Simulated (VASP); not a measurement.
# Mg2Ti3O3 (P4/mmm) in VASP: notebook, part 2 of 2

VASP 6.6.1.

**4. Relaxation of cell and atoms, PBE**

This run uses another cell than the first one, of 12.44 Å³/atom.

Input file INCAR:

```
SYSTEM = Mg2Ti3O3
ALGO     = Normal         ! electronic algorithm
EDIFF    = 1E-7           ! SCF threshold, eV
EDIFFG   = -0.01          ! ionic threshold
ENCUT    = 600            ! plane-wave cutoff, eV
GGA      = PE             ! functional
IBRION   = 2              ! ionic algorithm
ISIF     = 3              ! what is computed and relaxed
ISMEAR   = 0              ! smearing method
LASPH    = .True.         ! aspherical terms in the spheres
LCHARG   = .False.        ! write CHGCAR
LREAL    = .False.        ! projectors in reciprocal space
LWAVE    = .False.        ! write WAVECAR
NELM     = 80             ! most SCF steps
NSW      = 100            ! ionic steps
PREC     = Accurate       ! precision mode
SIGMA    = 0.1            ! smearing width, eV
```

Input file KPOINTS:

```
k-points
0
Gamma
  10 10 4
  0 0 0
```

Input file POSCAR:

```
Mg2Ti3O3
1.0
    3.2454910296      0.0000000000      0.0000000000
    0.0000000000      3.2454910296      0.0000000000
    0.0000000000      0.0000000000      9.4486270886
Mg Ti O
2 3 3
Direct
    0.5000000000      0.5000000000      0.5000000000
    0.0000000000      0.0000000000      0.0000000000
    0.0000000000      0.0000000000      0.2682600547
    0.0000000000      0.0000000000      0.7317399453
    0.5000000000      0.5000000000      0.0000000000
    0.5000000000      0.5000000000      0.2907375093
    0.5000000000      0.5000000000      0.7092624907
    0.0000000000      0.0000000000      0.5000000000
```

Potentials or basis: VASP PAW PBE potentials, release 64 (Mg, Ti_sv, O).

The run is started by

```sh
> cat potpaw_PBE.64/Mg/POTCAR potpaw_PBE.64/Ti_sv/POTCAR potpaw_PBE.64/O/POTCAR > POTCAR
> mpirun -np 1 vasp_std > vasp.out
```

OUTCAR:

```text
SYSTEM = Mg2Ti3O3
   EDIFF = 1E-7
   EDIFFG = -0.01
   ENCUT = 600
   GGA = PE
   IBRION = 2
   ISIF = 3
   ISMEAR = 0
   LASPH = .True.
   LREAL = .False.
   NELM = 80
   NSW = 100
   PREC = Accurate

 ion  position               nearest neighbor table
   1  0.500  0.500  0.500-   6 1.98   7 1.98   8 2.29   8 2.29   8 2.29   8 2.29   4 3.17   4 3.17
                             3 3.17   4 3.17   3 3.17   3 3.17   4 3.17   3 3.17
   2  0.000  0.000  0.000-   5 2.29   5 2.29   5 2.29   5 2.29   3 2.53   4 2.53
   3  0.000  0.000  0.268-   8 2.19   6 2.30   6 2.30   6 2.30   6 2.30   2 2.53   1 3.17   1 3.17
                             1 3.17   1 3.17
   4  0.000  0.000  0.732-   8 2.19   7 2.30   7 2.30   7 2.30   7 2.30   2 2.53   1 3.17   1 3.17
                             1 3.17   1 3.17
   5  0.500  0.500  0.000-   2 2.29   2 2.29   2 2.29   2 2.29
   6  0.500  0.500  0.291-   1 1.98   3 2.30   3 2.30   3 2.30   3 2.30
   7  0.500  0.500  0.709-   1 1.98   4 2.30   4 2.30   4 2.30   4 2.30
   8  0.000  0.000  0.500-   3 2.19   4 2.19   1 2.29   1 2.29   1 2.29   1 2.29

  LATTYP: Found a simple tetragonal cell.
 ALAT       =     3.2454910296
 C/A-ratio  =     2.9113089522

  Lattice vectors:

 A1 = (   3.2454910296,   0.0000000000,   0.0000000000)
 A2 = (   0.0000000000,   3.2454910296,   0.0000000000)
[... 197 lines left out ...]
  -------------------------------------------------------------------------------------
  Total       -0.1129765     -0.1129765     -0.2242160      0.0000000      0.0000000      0.0000000
  in kB       -1.8187336     -1.8187336     -3.6095050      0.0000000      0.0000000      0.0000000
  external PRESSURE =      -2.4156574 kB  Pullay stress =       0.0000000 kB
[... 113 lines left out ...]
--------------------------------------- Ionic step        4  -------------------------------------------

 number of electron      57.9999999 magnetization

 Free energy of the ion-electron system (eV)
  ---------------------------------------------------
  ext. energy  EPLUGINS =         0.00000000
  ---------------------------------------------------
  free energy    TOTEN  =       -50.61499178 eV

  energy without entropy =      -50.59219171  energy(sigma->0) =      -50.60359174

 E-fermi :   7.6557     XC(G=0): -11.2054

 val. band max:        7.6500034953   @ k =   0.3000   0.1000   0.0000
 cond. band min:       7.6663941376   @ k =   0.4000   0.0000   0.0000
 fundamental gap:      0.0163906423
 Fermi energy:         7.6557076038

 k-point     1 :       0.0000    0.0000    0.0000
  band No.  band energies     occupation
      1     -50.5102      2.00000
      2     -50.5099      2.00000
      3     -49.1605      2.00000
      4     -26.7324      2.00000
      5     -26.7225      2.00000
      6     -26.7143      2.00000
[... 877 lines left out ...]
     33       8.1018      0.00000
     34       8.4254      0.00000

 [... further k-points ...]

------------------------ aborting loop because EDIFF is reached ----------------------------------------

  FORCE on cell =-STRESS in cart. coord.  units (eV):
  Direction    XX          YY          ZZ          XY          YZ          ZX
  --------------------------------------------------------------------------------------
  -------------------------------------------------------------------------------------
  Total       -0.0659303     -0.0659303      0.0719856      0.0000000      0.0000000      0.0000000
  in kB       -1.0638989     -1.0638989      1.1616125      0.0000000      0.0000000      0.0000000
  external PRESSURE =      -0.3220618 kB  Pullay stress =       0.0000000 kB
[... 23 lines left out ...]
  FREE ENERGIE OF THE ION-ELECTRON SYSTEM (eV)
  ---------------------------------------------------
  free  energy   TOTEN  =       -50.6149917775 eV

  energy  without entropy=      -50.5921917103  energy(sigma->0) =      -50.60359174

 reached required accuracy - stopping structural energy minimisation
```

OSZICAR:

```text
N       E                     dE             d eps       ncg     rms          rms(c)
DAV:   1     0.829244320099E+03    0.82924E+03   -0.32002E+04  4348   0.214E+03
DAV:   2     0.873550601921E+02   -0.74189E+03   -0.73050E+03  4304   0.608E+02
DAV:   3    -0.525330325888E+02   -0.13989E+03   -0.13779E+03  7048   0.214E+02
DAV:   4    -0.637243945296E+02   -0.11191E+02   -0.11122E+02  5776   0.617E+01
[... 45 lines left out ...]
DAV:   5    -0.506149950869E+02    0.36583E-04   -0.49144E-04  6442   0.136E-01    0.242E-02
DAV:   6    -0.506149934922E+02    0.15947E-05   -0.66319E-05  6530   0.496E-02    0.147E-02
DAV:   7    -0.506149925338E+02    0.95839E-06   -0.57671E-06  6362   0.175E-02    0.844E-03
DAV:   8    -0.506149918509E+02    0.68292E-06   -0.21502E-06  6222   0.113E-02    0.193E-03
DAV:   9    -0.506149917775E+02    0.73373E-07   -0.88118E-07  5350   0.594E-03
   4 F= -.50614992E+02 E0= -.50603592E+02  d E =-.744256E-03
```

CONTCAR:

```text
Mg2Ti3O3
   1.00000000000000
     3.2405863658866707   -0.0000000000000000    0.0000000000000000
     0.0000000000000000    3.2405863658866707    0.0000000000000000
     0.0000000000000000   -0.0000000000000000    9.4547037652680448
  Mg              Ti              O
     2     3     3
Direct
     0.5000000000000000    0.5000000000000000    0.5000000000000000
     0.0000000000000000    1.0000000000000000    1.0000000000000000
     0.0000000000000000    0.0000000000000000    0.2665926279684613
     0.0000000000000000    0.0000000000000000    0.7334073720315388
     0.5000000000000000    0.5000000000000000    1.0000000000000000
     0.5000000000000000    0.5000000000000000    0.2914255903509456
     0.5000000000000000    0.5000000000000000    0.7085744096490544
     0.0000000000000000    1.0000000000000000    0.5000000000000000

  0.00000000E+00  0.00000000E+00  0.00000000E+00
  0.00000000E+00  0.00000000E+00  0.00000000E+00
  0.00000000E+00  0.00000000E+00  0.00000000E+00
  0.00000000E+00  0.00000000E+00  0.00000000E+00
  0.00000000E+00  0.00000000E+00  0.00000000E+00
  0.00000000E+00  0.00000000E+00  0.00000000E+00
  0.00000000E+00  0.00000000E+00  0.00000000E+00
  0.00000000E+00  0.00000000E+00  0.00000000E+00
```

Wall time 7.8 min (1 thread of Intel Xeon 6975P-C (Granite Rapids), shared host); peak memory 0.4 GiB.

What came out:

| Quantity | Value |
| --- | --- |
| Free energy | -50.6150 eV |
| Relaxed volume | 12.41 Å³/atom |
| Relaxed cell | a = 3.241 Å, b = 3.241 Å, c = 9.455 Å, α = 90.00°, β = 90.00°, γ = 90.00° |
| Space group after relaxing (to 0.1 Å) | P4/mmm (No. 123) |
| Energy gained by relaxing | 0.6 meV/atom |
| Ionic steps | 4 |
| Pressure after relaxing | 0.0 GPa |
| Largest force after relaxing | 0.010 eV/Å |
| Band gap on the k mesh | zero (bands 29 and 30 overlap by 0.23 eV) |

Forces in eV/Å, atoms in the order of the input:
```
Mg   0.000  0.000  0.000
Mg   0.000  0.000  0.000
Ti   0.000  0.000 -0.006
Ti   0.000  0.000  0.006
Ti   0.000  0.000  0.000
O    0.000  0.000 -0.010
O    0.000  0.000  0.010
O    0.000  0.000  0.000
```

Stress tensor (GPa, compression positive):
```
-0.11  0.00  0.00
 0.00 -0.11  0.00
 0.00  0.00  0.12
```

Step by step:
```
step  energy change (eV)  largest force (eV/Å)  pressure (GPa)  volume (Å³)
   1              0.0000                0.2358           -0.24        99.52
   2             -0.0041                0.0483            0.06        99.25
   3             -0.0041                0.0310            0.09        99.23
   4             -0.0048                0.0097           -0.03        99.29
```

Final structure:
```cif
data_structure
_symmetry_space_group_name_H-M 'P 1'
_symmetry_Int_Tables_number 1
_cell_length_a 3.2406
_cell_length_b 3.2406
_cell_length_c 9.4547
_cell_angle_alpha 90.000
_cell_angle_beta 90.000
_cell_angle_gamma 90.000
_cell_volume 99.29
loop_
_atom_site_label
_atom_site_type_symbol
_atom_site_fract_x
_atom_site_fract_y
_atom_site_fract_z
_atom_site_occupancy
Mg1 Mg 0.50000 0.50000 0.50000 1
Mg2 Mg 0.00000 0.00000 0.00000 1
Ti1 Ti 0.00000 0.00000 0.26659 1
Ti2 Ti 0.00000 0.00000 0.73341 1
Ti3 Ti 0.50000 0.50000 0.00000 1
O1 O 0.50000 0.50000 0.29143 1
O2 O 0.50000 0.50000 0.70857 1
O3 O 0.00000 0.00000 0.50000 1
```

**5. Single point, PBE, collinear spin**

This run uses another cell than the first one, of 13.03 Å³/atom.

Input file INCAR:

```
SYSTEM = Mg2Ti3O3
ALGO = Normal
EDIFF = 1E-6
ENCUT = 520
GGA = PE
ISIF = 2
ISMEAR = 0
ISPIN = 2
LASPH = .TRUE.
LCHARG = .FALSE.
LMAXMIX = 4
LORBIT = 11
LREAL = .FALSE.
LWAVE = .FALSE.
MAGMOM = 0 0 1 1 1 0 0 0
NBANDS = 43
NELM = 150
PREC = Accurate
SIGMA = 0.2
```

Input file KPOINTS:

```
k-points
0
G
  4 4 2
  0 0 0
```

Input file POSCAR:

```
Mg2Ti3O3
1.0
    4.3825007698      0.0000000000      0.0000000000
    0.0000000000      4.3825007698      0.0000000000
    0.0000000000      0.0000000000      5.4264300822
Mg Ti O
2 3 3
Direct
    0.0000000000      0.0000000000      0.0000000000
    0.5000000000      0.5000000000      0.0000000000
    0.0000000000      0.5000000000      0.5000000000
    0.5000000000      0.0000000000      0.5000000000
    0.0000000000      0.0000000000      0.5000000000
    0.5000000000      0.5000000000      0.5000000000
    0.0000000000      0.5000000000      0.0000000000
    0.5000000000      0.0000000000      0.0000000000
```

The run is started by

```sh
> cat potpaw_PBE.64/Mg/POTCAR potpaw_PBE.64/Ti_sv/POTCAR potpaw_PBE.64/O/POTCAR > POTCAR
> mpirun -np 1 vasp_std > vasp.out
```

Wall time 2.3 min (1 thread of Intel Xeon Platinum 8259CL at 2.50GHz (Skylake/Cascade Lake), shared host); peak memory 0.3 GiB.

The run converged. Its results:

```yaml
Free_energy: -49.2049 eV
Pressure: 0.1 GPa
Band_gap_on_the_k_mesh: zero (filled and empty bands overlap)
Net_moment: 0.00 μB per cell
Valence_electrons_inside_the_program's_atomic_spheres: Mg 0.36, 0.28; Ti 10.51, 11.11 (each value once); O 4.97, 4.95 (each value once)
```

Stress tensor (GPa, compression positive):
```
 0.39  0.00  0.00
 0.00  0.39  0.00
 0.00  0.00 -0.61
```

Levels at points of the mesh, in eV from the Fermi level:
Spin up:
```tsv
k point	band 26	band 27	band 28	band 29	band 30	band 31	band 32	band 33
(0.00, 0.00, 0.00)	-3.18	-2.05	-2.05	-1.84	-1.39	1.03	1.03	1.50
(0.50, 0.00, 0.00)	-1.70	-0.73	-0.60	-0.20	0.06	0.47	0.57	0.67
(0.50, 0.50, 0.00)	0.08	0.08	0.24	0.61	1.08	1.08	1.15	1.15
(0.00, 0.00, 0.50)	-2.07	-1.84	-1.49	-1.49	-0.16	0.42	1.21	1.21
(0.50, 0.00, 0.50)	-1.25	-0.74	-0.11	-0.03	0.05	0.41	0.77	1.49
(0.50, 0.50, 0.50)	-0.43	0.30	0.30	0.36	0.39	0.39	1.51	1.58
```
Spin down:
| k point | band 25 | band 26 | band 27 | band 28 | band 29 | band 30 | band 31 | band 32 | band 33 | band 34 |
| --- | --- | --- | --- | --- | --- | --- | --- | --- | --- | --- |
| (0.00, 0.00, 0.00) | -3.29 | -3.18 | -2.05 | -2.05 | -1.84 | -1.39 | 1.03 | 1.03 | 1.50 | 1.94 |
| (0.50, 0.00, 0.00) | -1.98 | -1.70 | -0.73 | -0.60 | -0.20 | 0.06 | 0.47 | 0.57 | 0.67 | 1.59 |
| (0.50, 0.50, 0.00) | -1.33 | 0.08 | 0.08 | 0.24 | 0.61 | 1.08 | 1.08 | 1.15 | 1.15 | 1.29 |
| (0.00, 0.00, 0.50) | -3.28 | -2.07 | -1.84 | -1.49 | -1.49 | -0.16 | 0.43 | 1.21 | 1.21 | 2.15 |
| (0.50, 0.00, 0.50) | -1.90 | -1.25 | -0.74 | -0.11 | -0.03 | 0.05 | 0.41 | 0.77 | 1.49 | 2.03 |
| (0.50, 0.50, 0.50) | -0.92 | -0.43 | 0.31 | 0.31 | 0.36 | 0.39 | 0.39 | 1.51 | 1.58 | 1.75 |

Caveat: the k points lie up to 0.58 Å⁻¹ apart, too coarse for converged energies and pressures of a metal.

**6. Overview**

```csv
task,spin,cell,k mesh,cutoff (eV),smearing,gap on the mesh (eV),pressure (GPa),moment (μB),largest force (eV/Å)
single point,off,"a = 3.240, b = 3.240, c = 9.456 Å, 8 atoms, atomic positions A",10 × 10 × 4,520,gaussian 0.1 eV,none,0.0,-,0.01
single point,collinear,"a = 3.245, b = 3.245, c = 9.449 Å, 8 atoms, atomic positions B",4 × 4 × 2,520,gaussian 0.2 eV,none,0.1,0.00,0.02
relaxation of cell and atoms,off,"relaxed from a = 3.245, b = 3.245, c = 9.449 Å, 8 atoms, atomic positions B",10 × 10 × 4,600,gaussian 0.1 eV,none,0.0,-,0.01
single point,collinear,"a = 4.383, b = 4.383, c = 5.426 Å, 8 atoms, atomic positions C",4 × 4 × 2,520,gaussian 0.2 eV,none,0.1,0.00,-
```

Alike in all rows: level PBE; potentials or basis VASP PAW PBE potentials, release 64 (Mg, Ti_sv, O).

Caveats: some runs use coarse meshes.

Absolute energies hang on the potentials; compare differences alone.
